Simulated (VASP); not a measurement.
A run of VASP 6.6.1 is set up as follows.

Contents of INCAR:

```
PREC     = Accurate       # precision mode
ENCUT    = 520            # plane-wave cutoff, eV
EDIFF    = 1E-7           # SCF threshold, eV
ISMEAR   = -1             # smearing method
SIGMA    = 0.05           # smearing width, eV
LREAL    = F              # projectors in reciprocal space
LASPH    = T              # aspherical terms in the spheres
NELM     = 150            # most SCF steps
ALGO     = Normal         # electronic algorithm
ISIF     = 2              # what is computed and relaxed
LWAVE    = F              # write WAVECAR
LCHARG   = T              # write CHGCAR
ISPIN    = 2              # spin polarisation
MAGMOM   = 0 1            # initial moments
LORBIT   = 11             # projections on sites
LMAXMIX  = 4              # l up to which the mixer works
GGA      = PE             # functional
LELF     = T              # ELF
LVHAR    = T            
NBANDS   = 20             # bands
```

File KPOINTS:

```
regular mesh
0
Gamma
  9 9 6
```

File POSCAR:

```
KNi
1.0
    1.7126297975     -2.5396062596      0.0000000000
    1.7126297975      2.5396062596      0.0000000000
    0.0000000000      0.0000000000      4.8912536822
K Ni
1 1
Direct
    0.5000000000      0.5000000000      0.5000000000
    0.0000000000      0.0000000000      0.0000000000
```

Potentials or basis: VASP PAW PBE potentials, release 64 (K_sv, Ni).

Launch:

```console
$ cat potpaw_PBE.64/K_sv/POTCAR potpaw_PBE.64/Ni/POTCAR > POTCAR
$ mpirun -np 1 vasp_std > vasp.out
```

Task: What does it give for the pressure?

Result: 1.3 GPa.

Task: What does it give for the site moments?

Result: K -0.00; Ni +0.10 μB.

Task: Predict the net moment.

Result: 0.08 μB per cell.

Stress tensor (GPa, compression positive):
```
 1.78  0.00  0.00
 0.00 -2.17  0.00
 0.00  0.00  4.28
```
